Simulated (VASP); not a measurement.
# SrO (P1) in VASP: further runs

Runs on SrO. Level: r2SCAN. Tasks: single point.

All numbers are computed with VASP 6.6.1; they aren't measurements. Logs are shortened: lines on timing, memory, paths and dates and some standing lists are left out, and cuts for length are marked.

**1. The cell of the first run**

The typed cell holds 16 atoms: a = 7.898 Å, b = 7.898 Å, c = 7.898 Å, α = 60.00°, β = 60.00°, γ = 60.00°.

**2. Single point, r2SCAN**

POSCAR reads:

```
SrO
1.0
    0.0000000000      5.5845610339      5.5845610339
    5.5845610339      0.0000000000      5.5845610339
    5.5845610339      5.5845610339      0.0000000000
Sr O
8 8
Direct
    0.0097726571     -0.0023292789     -0.0162018106
   -0.0156856554      0.0034214865      0.5006765049
   -0.0079606973      0.5050678080      0.0151843627
   -0.0092737817      0.4918563847      0.5163956455
    0.5009970315      0.0093879357     -0.0181377729
    0.5070847078     -0.0033493232      0.4985515393
    0.5004568816      0.4957123726      0.0014257164
    0.5064013058      0.5065855638      0.4987052667
    0.1421062453      0.1159430430      0.1267216878
    0.1348787300      0.0974777600      0.6129739615
    0.1227753615      0.6224201829      0.1437480037
    0.1148615793      0.6469408210      0.6036201377
    0.6518406689      0.0926894696      0.1201263619
    0.6314471233      0.1408775005      0.6395910043
    0.6205027537      0.6179600293      0.1287269484
    0.6265359047      0.6308988260      0.6431159008
```

INCAR.step1 reads:

```
SYSTEM = SrO
  ALGO = Normal
  EDIFF = 1E-4
  ENCUT = 520
  GGA = PE
  ISMEAR = -1
  LASPH = .TRUE.
  LCHARG = .FALSE.
  LREAL = Auto
  LWAVE = .TRUE.
  NBANDS = 78
  NELM = 100
  PREC = Accurate
  SIGMA = 0.086
```

INCAR.step2 reads:

```
SYSTEM = SrO
  ALGO = Normal
  EDIFF = 1E-7
  ENCUT = 520
  ISIF = 2
  ISMEAR = -1
  ISTART = 1
  LASPH = .TRUE.
  LCHARG = .FALSE.
  LMIXTAU = .TRUE.
  LREAL = Auto
  LWAVE = .FALSE.
  METAGGA = R2SCAN
  NBANDS = 78
  NELM = 100
  PREC = Accurate
  SIGMA = 0.086
```

KPOINTS reads:

```
k-points
0
G
  2 2 2
  0 0 0
```

Potentials or basis: VASP PAW PBE potentials, release 64 (Sr_sv, O).

The run is started by

```sh
$ cat potpaw_PBE.64/Sr_sv/POTCAR potpaw_PBE.64/O/POTCAR > POTCAR
$ cp INCAR.step1 INCAR
$ mpirun -np 1 vasp_std > vasp.out
$ cp INCAR.step2 INCAR
$ mpirun -np 1 vasp_std > vasp.out
```

OUTCAR:

```text
SYSTEM = SrO
   EDIFF = 1E-7
   ENCUT = 520
   ISIF = 2
   ISMEAR = -1
   ISTART = 1
   LASPH = .TRUE.
   LREAL = Auto
   METAGGA = R2SCAN
   NELM = 100
   PREC = Accurate

 ion  position               nearest neighbor table
   1  0.010  0.998  0.984-  13 2.31  10 2.40  11 2.43   9 2.54   4 3.80   3 3.84   6 3.88   2 3.90
                             5 3.92   7 3.92   7 3.98   5 3.98   2 4.01   6 4.02   3 4.07   4 4.10
   2  0.984  0.003  0.501-  14 2.29  12 2.30  10 2.31   9 2.42   6 3.80   5 3.81   8 3.88   1 3.90
                             3 3.90   4 3.95   4 3.95   3 4.00   1 4.01   8 4.03   5 4.09   6 4.09
   3  0.992  0.505  0.015-  15 2.40  11 2.43   9 2.51  12 2.66   8 3.83   1 3.84   2 3.90   4 3.90
                             7 3.93   5 3.94   5 3.97   7 3.98   4 4.00   2 4.00   1 4.07   8 4.07
   4  0.991  0.492  0.516-  16 2.35  12 2.38  11 2.40  10 2.55   1 3.80   8 3.84   7 3.85   3 3.90
                             6 3.91   2 3.95   2 3.95   6 4.00   3 4.00   7 4.05   8 4.06   1 4.10
   5  0.501  0.009  0.982-  14 2.22   9 2.32  13 2.42  15 2.53   2 3.81   6 3.84   8 3.87   7 3.92
                             1 3.92   3 3.94   3 3.97   1 3.98   7 3.98   8 4.03   6 4.06   2 4.09
   6  0.507  0.997  0.499-  16 2.36  10 2.41  13 2.45  14 2.64   2 3.80   5 3.84   8 3.87   1 3.88
                             4 3.91   7 3.93   7 3.96   4 4.00   1 4.02   8 4.03   5 4.06   2 4.09
   7  0.500  0.496  0.001-  16 2.32  15 2.38  11 2.44  13 2.60   4 3.85   8 3.91   5 3.92   1 3.92
                             3 3.93   6 3.93   6 3.96   3 3.98   1 3.98   5 3.98   8 3.99   4 4.05
   8  0.506  0.507  0.499-  14 2.36  15 2.39  16 2.51  12 2.53   3 3.83   4 3.84   6 3.87   5 3.87
                             2 3.88   7 3.91   7 3.99   6 4.03   2 4.03   5 4.03   4 4.06   3 4.07
   9  0.142  0.116  0.127-   5 2.32   2 2.42   3 2.51   1 2.54
  10  0.135  0.097  0.613-   2 2.31   1 2.40   6 2.41   4 2.55
  11  0.123  0.622  0.144-   4 2.40   3 2.43   1 2.43   7 2.44
  12  0.115  0.647  0.604-   2 2.30   4 2.38   8 2.53   3 2.66
  13  0.652  0.093  0.120-   1 2.31   5 2.42   6 2.45   7 2.60
  14  0.631  0.141  0.640-   5 2.22   2 2.29   8 2.36   6 2.64
  15  0.621  0.618  0.129-   7 2.38   8 2.39   3 2.40   5 2.53
  16  0.627  0.631  0.643-   7 2.32   4 2.35   6 2.36   8 2.51

  LATTYP: Found a face centered cubic cell.
 ALAT       =    11.1691220678

  Lattice vectors:

 A1 = (   0.0000000000,   5.5845610339,   5.5845610339)
 A2 = (   5.5845610339,   0.0000000000,   5.5845610339)
 A3 = (   5.5845610339,   5.5845610339,   0.0000000000)

Analysis of symmetry for initial positions (statically):
=====================================================================
 Subroutine PRICEL returns:
 Original cell was already a primitive cell.

 Routine SETGRP: Setting up the symmetry group for a
 face centered cubic supercell.

 Subroutine GETGRP returns: Found  1 space group operations
 (whereof  1 operations were pure point group operations)
 out of a pool of 48 trial point group operations.

The static configuration has the point symmetry C_1 .

Analysis of symmetry for dynamics (positions and initial velocities):
=====================================================================
 Subroutine PRICEL returns:
 Original cell was already a primitive cell.

 Routine SETGRP: Setting up the symmetry group for a
 face centered cubic supercell.

 Subroutine GETGRP returns: Found  1 space group operations
 (whereof  1 operations were pure point group operations)
 out of a pool of 48 trial point group operations.

The dynamic configuration has the point symmetry C_1 .

 Subroutine INISYM returns: Found  1 space group operations
 (whereof  1 operations are pure point group operations),
 and found     1 'primitive' translations

----------------------------------------------------------------------------------------

                                     Primitive cell

  volume of cell :     348.3350

  direct lattice vectors                    reciprocal lattice vectors
     0.000000000  5.584561034  5.584561034    -0.089532552  0.089532552  0.089532552
     5.584561034  0.000000000  5.584561034     0.089532552 -0.089532552  0.089532552
     5.584561034  5.584561034  0.000000000     0.089532552  0.089532552 -0.089532552

  length of vectors
     7.897761954  7.897761954  7.897761954     0.155074929  0.155074929  0.155074929

  position of ions in fractional coordinates (direct lattice)
     0.009772657  0.997670721  0.983798189
     0.984314345  0.003421487  0.500676505
     0.992039303  0.505067808  0.015184363
     0.990726218  0.491856385  0.516395645
     0.500997031  0.009387936  0.981862227
     0.507084708  0.996650677  0.498551539
[... 8 lines left out ...]
     0.620502754  0.617960029  0.128726948
     0.626535905  0.630898826  0.643115901

  ion indices of the primitive-cell ions
   primitive index   ion index
                 1           1
                 2           2
                 3           3
                 4           4
                 5           5
                 6           6
[... 8 lines left out ...]
                15          15
                16          16

----------------------------------------------------------------------------------------

 KPOINTS: k-points

Automatic generation of k-mesh.
 Grid dimensions read from file:
 generate k-points for:    2    2    2

 Generating k-lattice:

  Cartesian coordinates                     Fractional coordinates (reciprocal lattice)
    -0.044766276  0.044766276  0.044766276     0.500000000  0.000000000  0.000000000
     0.044766276 -0.044766276  0.044766276     0.000000000  0.500000000  0.000000000
     0.044766276  0.044766276 -0.044766276     0.000000000  0.000000000  0.500000000

  Length of vectors
     0.077537464  0.077537464  0.077537464

  Shift w.r.t. Gamma in fractional coordinates (k-lattice)
     0.000000000  0.000000000  0.000000000

 Subroutine IBZKPT returns following result:
 ===========================================

 Found      8 irreducible k-points:

 Following reciprocal coordinates:
            Coordinates               Weight
  0.000000  0.000000  0.000000      1.000000
  0.500000  0.000000  0.000000      1.000000
  0.000000  0.500000  0.000000      1.000000
  0.000000  0.000000  0.500000      1.000000
  0.500000  0.500000  0.500000      1.000000
  0.500000  0.500000  0.000000      1.000000
  0.000000  0.500000  0.500000      1.000000
  0.500000  0.000000  0.500000      1.000000
   k-points           NKPTS =      8   k-points in BZ     NKDIM =      8   number of bands    NBANDS=     78
   number of dos      NEDOS =    301   number of ions     NIONS =     16
   total plane-waves  NPLWV = 216000
   dimension x,y,z NGX =    60 NGY =   60 NGZ =   60
   dimension x,y,z NGXF=   120 NGYF=  120 NGZF=  120
   ions per type =               8   8
   NGX,Y,Z   is equivalent  to a cutoff of  12.63, 12.63, 12.63 a.u.
   NGXF,Y,Z  is equivalent  to a cutoff of  25.26, 25.26, 25.26 a.u.
 SYSTEM =  SrO
   PREC   = accura    normal or accurate (medium, high low for compatibility)
   ISTART =      1    job   : 0-new  1-cont  2-samecut
   ICHARG =      0    charge: 1-file 2-atom 10-const
   ISPIN  =      1    spin polarized calculation?
   LNONCOLLINEAR =      F non collinear calculations
   LSORBIT =      F    spin-orbit coupling
   LASPH  =      T    aspherical Exc in radial PAW
   ENCUT  =  520.0 eV  38.22 Ry    6.18 a.u.  14.68 14.68 14.68*2*pi/ulx,y,z
   NELM   =    100;   NELMIN=  2; NELMDL=  0     # of ELM steps
   EDIFF  = 0.1E-06   stopping-criterion for ELM
   LREAL  =      T    real-space projection
   EDIFFG = 0.1E-05   stopping-criterion for IOM
   NSW    =      0    number of steps for IOM
   IBRION =     -1    ionic relax: 0-MD 1-quasi-New 2-CG
   NFREE  =      0    steps in history (QN), initial steepest desc. (CG)
   ISIF   =      2    stress and relaxation
   ISYM   =      2    0-nonsym 1-usesym 2-fastsym
   POTIM  = 0.5000    time-step for ionic-motion
   TEBEG  =    0.0;   TEEND  =   0.0 temperature during run
   PSTRESS=    0.0 pullay stress
   NELECT =     128.0000    total number of electrons
   NUPDOWN=      -1.0000    fix difference up-down
   EMIN   =  10.00;   EMAX   =-10.00  energy-range for DOS
   EFERMI =   0.00;   METHOD = LEGACY
   ISMEAR =    -1;   SIGMA  =   0.09  broadening in eV -4-tet -1-fermi 0-gaus
   EFERMI_NEDOS =   21; number of points for ismear=-14 and -15
   IALGO  =     38    algorithm
   IMIX   =      4    mixing-type and parameters
     AMIX     =   0.40;   BMIX     =  1.00
     AMIX_MAG =   1.60;   BMIX_MAG =  1.00
  volume/ion in A,a.u.               =      21.77       146.92
  Fermi-wavevector in a.u.,A,eV,Ry     =   1.172589  2.215872 18.707531  1.374965
  Thomas-Fermi vector in A             =   2.309015
   LORBIT       =      0    0 simple, 1 ext, 2 COOP (PROOUT), +10 PAW based schemes
   METAGGA = R2SCAN    functional components
   LHFCALC =     F    Hartree Fock is set to
   AEXX    =    0.0000 exact exchange contribution
   IVDW    =     0    specifies the selected vdW correction
   LEPSILON=     F    determine dielectric tensor
   LRPA    =     F    only Hartree local field effects (RPA)
 non-spin polarized calculation
  energy-cutoff  :      520.00
  volume of cell :      348.34
 maximum number of plane-waves:      9390
 NGX is ok and might be reduce to    60
   NGX = 29   NGY = 29   NGZ = 29

 number of electron     128.0000001 magnetization

 Free energy of the ion-electron system (eV)
  ---------------------------------------------------
  ext. energy  EPLUGINS =         0.00000000
  ---------------------------------------------------
  free energy    TOTEN  =      -212.06700231 eV

  energy without entropy =     -212.06700202  energy(sigma->0) =     -212.06700216

 E-fermi :   1.5522     XC(G=0):  -9.1291

 val. band max:        0.0814738463   @ k =   0.0000   0.5000   0.5000
 cond. band min:       2.8219571487   @ k =   0.0000   0.0000   0.0000
 fundamental gap:      2.7404833023
 Fermi energy:         1.5522285258

 k-point     1 :       0.0000    0.0000    0.0000
  band No.  band energies     occupation
      1     -33.7042      2.00000
      2     -33.6435      2.00000
      3     -33.5266      2.00000
      4     -33.4030      2.00000
      5     -33.3068      2.00000
      6     -33.1724      2.00000
[... 621 lines left out ...]
     75       6.2929      0.00000
     76       6.3859      0.00000
 [bands above 76 left out]

------------------------ aborting loop because EDIFF is reached ----------------------------------------

  FORCE on cell =-STRESS in cart. coord.  units (eV):
  Direction    XX          YY          ZZ          XY          YZ          ZX
  --------------------------------------------------------------------------------------
  -------------------------------------------------------------------------------------
  Total        2.3925046      2.1536377      3.0299215     -0.3232762      0.0173123     -2.9070612
  in kB       11.0043966      9.9057213     13.9362151     -1.4869186      0.0796282    -13.3711153
  external PRESSURE =      11.6154443 kB  Pullay stress =       0.0000000 kB

 VOLUME and BASIS-vectors are now :
 -----------------------------------------------------------------------------
  energy-cutoff  :      520.00
  volume of cell :      348.34
      direct lattice vectors                 reciprocal lattice vectors
     0.000000000  5.584561034  5.584561034    -0.089532552  0.089532552  0.089532552
     5.584561034  0.000000000  5.584561034     0.089532552 -0.089532552  0.089532552
     5.584561034  5.584561034  0.000000000     0.089532552  0.089532552 -0.089532552

 POSITION                                       TOTAL-FORCE (eV/Angst)
 -----------------------------------------------------------------------------------
     11.06563      5.54866      5.62613         0.153118      0.881007      0.022008
      2.81517      8.29302      5.51607        -0.946750      0.125922      0.795401
      2.90538      5.62490      8.36069        -0.684607     -0.152375      0.205548
      5.63065      8.41661      8.27957        -0.504183      0.280997      0.526399
      5.53570      8.28112      2.85028         0.573112      1.554378     -1.081087
      8.35005      5.61604      8.39770         0.029343     -0.269600      0.306167
[... 8 lines left out ...]
      4.16992      4.18412      6.91627        -0.129528      0.195511      0.254430
      7.11481      7.09045      7.02222        -0.349721     -0.566981     -0.151379
 -----------------------------------------------------------------------------------
    total drift:                               -0.005251     -0.007074     -0.003761

  FREE ENERGIE OF THE ION-ELECTRON SYSTEM (eV)
  ---------------------------------------------------
  free  energy   TOTEN  =      -212.0670023093 eV

  energy  without entropy=     -212.0670020197  energy(sigma->0) =     -212.06700216
```

Wall time 15 min (1 thread of AMD EPYC 9R45 (Zen 5), shared host); peak memory 0.58 GiB.

Results:

| Property | Result |
| --- | --- |
| Free energy | -212.0670 eV |
| Pressure | 1.2 GPa |
| Largest force | 1.978 eV/Å |
| Band gap on the k mesh | 2.74 eV (least direct gap 2.75 eV) |

Forces in eV/Å, atoms in the order of the input:
```
Sr   0.153  0.881  0.022
Sr  -0.947  0.126  0.795
Sr  -0.685 -0.152  0.206
Sr  -0.504  0.281  0.526
Sr   0.573  1.554 -1.081
Sr   0.029 -0.270  0.306
Sr   0.303  0.577 -0.664
Sr   0.690 -0.698 -0.128
O    0.392 -1.295  0.010
O    0.733  0.391  0.823
O   -0.382 -0.270 -0.128
O   -0.207  1.375 -0.804
O    0.880 -0.381  0.049
O   -0.549 -1.748 -0.036
O   -0.130  0.196  0.254
O   -0.350 -0.567 -0.151
```

Levels at points of the mesh, in eV from the valence-band top:
```tsv
k point	band 61	band 62	band 63	band 64	band 65	band 66	band 67	band 68
(0.00, 0.00, 0.00)	-0.05	-0.04	-0.01	-0.01	2.74	4.67	4.73	4.78
(0.50, 0.00, 0.00)	-0.24	-0.22	-0.16	-0.15	4.18	4.23	4.83	4.92
(0.00, 0.50, 0.00)	-0.26	-0.21	-0.16	-0.12	4.15	4.40	4.80	4.86
(0.00, 0.00, 0.50)	-0.24	-0.20	-0.15	-0.13	4.17	4.28	4.81	4.91
(0.50, 0.50, 0.50)	-0.25	-0.22	-0.16	-0.13	4.18	4.27	4.84	4.90
(0.50, 0.50, 0.00)	-0.34	-0.29	-0.03	-0.03	4.61	4.64	4.69	4.79
(0.00, 0.50, 0.50)	-0.32	-0.29	-0.09	0.00	4.58	4.66	4.67	4.77
(0.50, 0.00, 0.50)	-0.35	-0.31	-0.04	-0.03	4.58	4.65	4.74	4.76
```

Caveat: the k points lie up to 0.49 Å⁻¹ apart; the atoms stand as in a frame of molecular dynamics; the PAW data sets were made with another functional, which shifts forces and pressure a little.

**3. Single point, r2SCAN**

POSCAR reads:

```
SrO
1.0
    0.0000000000      5.5845610339      5.5845610339
    5.5845610339      0.0000000000      5.5845610339
    5.5845610339      5.5845610339      0.0000000000
Sr O
8 8
Direct
    0.0155413289     -0.0043678455     -0.0230792535
   -0.0212882444      0.0047639375      0.4991204292
   -0.0110611200      0.5072267064      0.0215179849
   -0.0123524480      0.4875004469      0.5237066946
    0.5014053894      0.0116961744     -0.0235074877
    0.5106654727     -0.0043282722      0.4971745287
    0.5002414663      0.4924438973      0.0039841986
    0.5077662296      0.5114193368      0.4981984230
    0.1395915445      0.1231123621      0.1209392280
    0.1430831349      0.0915689697      0.6090556589
    0.1215223535      0.6193194020      0.1495442515
    0.1148831566      0.6418330784      0.6064392491
    0.6574910683      0.0854561347      0.1206150306
    0.6259620011      0.1561850600      0.6324207003
    0.6224166016      0.6135229751      0.1294781265
    0.6247886770      0.6342026667      0.6473045022
```

INCAR.step1 reads:

```
  ALGO = Normal
  EDIFF = 1E-4
  ENCUT = 520
  GGA = PE
  ISMEAR = -1
  LASPH = True
  LCHARG = False
  LREAL = Auto
  LWAVE = True
  NBANDS = 78
  NELM = 60
  PREC = Accurate
  SIGMA = 0.086
```

INCAR.step2 reads:

```
  ALGO = Normal
  EDIFF = 1E-6
  ENCUT = 520
  ISIF = 2
  ISMEAR = -1
  ISTART = 1
  LASPH = True
  LCHARG = False
  LMIXTAU = True
  LREAL = Auto
  LWAVE = False
  METAGGA = R2SCAN
  NBANDS = 78
  NELM = 60
  PREC = Accurate
  SIGMA = 0.086
```

KPOINTS reads:

```
k-points
0
Gamma
  2 2 2
```

Potentials or basis: VASP PAW PBE potentials, release 64 (Sr_sv, O).

The run is started by

```sh
$ cat potpaw_PBE.64/Sr_sv/POTCAR potpaw_PBE.64/O/POTCAR > POTCAR
$ cp INCAR.step1 INCAR
$ mpirun -np 1 vasp_std > vasp.out
$ cp INCAR.step2 INCAR
$ mpirun -np 1 vasp_std > vasp.out
```

Run time: 13 min. Hardware: 1 thread of AMD EPYC 9R45 (Zen 5), shared host; peak memory 0.58 GiB.

The run converged. Its results:

```yaml
Free_energy: -211.9602 eV
Pressure: 1.0 GPa
Largest_force: 2.001 eV/Å
Band_gap_on_the_k_mesh: 2.73 eV
```

Forces in eV/Å, atoms in the order of the input:
```
Sr   0.348  1.041 -0.133
Sr  -1.166  0.433  0.930
Sr  -0.971 -0.230  0.241
Sr  -0.608  0.333  0.729
Sr   0.634  1.519 -1.138
Sr   0.061 -0.413  0.428
Sr   0.379  0.658 -0.723
Sr   0.931 -1.076 -0.091
O    0.282 -0.988 -0.092
O    0.659  0.056  0.559
O   -0.288 -0.208 -0.008
O    0.099  1.102 -0.564
O    0.731 -0.558  0.059
O   -0.732 -1.159 -0.314
O    0.036 -0.045  0.310
O   -0.395 -0.465 -0.194
```

Stress tensor (GPa, compression positive):
```
 0.80 -0.33 -1.25
-0.33  1.10 -0.12
-1.25 -0.12  1.24
```

Levels at points of the mesh, in eV from the valence-band top:
```csv
k point,band 61,band 62,band 63,band 64,band 65,band 66,band 67,band 68
"(0.00, 0.00, 0.00)",-0.06,-0.05,0.00,0.00,2.73,4.69,4.74,4.82
"(0.50, 0.00, 0.00)",-0.21,-0.20,-0.16,-0.13,4.16,4.26,4.86,4.97
"(0.00, 0.50, 0.00)",-0.25,-0.20,-0.18,-0.13,4.17,4.31,4.83,4.90
"(0.00, 0.00, 0.50)",-0.24,-0.19,-0.15,-0.12,4.16,4.30,4.84,4.93
"(0.50, 0.50, 0.50)",-0.25,-0.21,-0.16,-0.11,4.21,4.25,4.82,4.93
"(0.50, 0.50, 0.00)",-0.31,-0.26,-0.05,-0.01,4.58,4.70,4.71,4.85
"(0.00, 0.50, 0.50)",-0.33,-0.24,-0.09,-0.02,4.56,4.66,4.71,4.84
"(0.50, 0.00, 0.50)",-0.32,-0.28,-0.04,-0.03,4.55,4.67,4.74,4.83
```

Caveat: the k points lie up to 0.49 Å⁻¹ apart; the atoms stand as in a frame of molecular dynamics; the PAW data sets were made with another functional, which shifts forces and pressure a little.
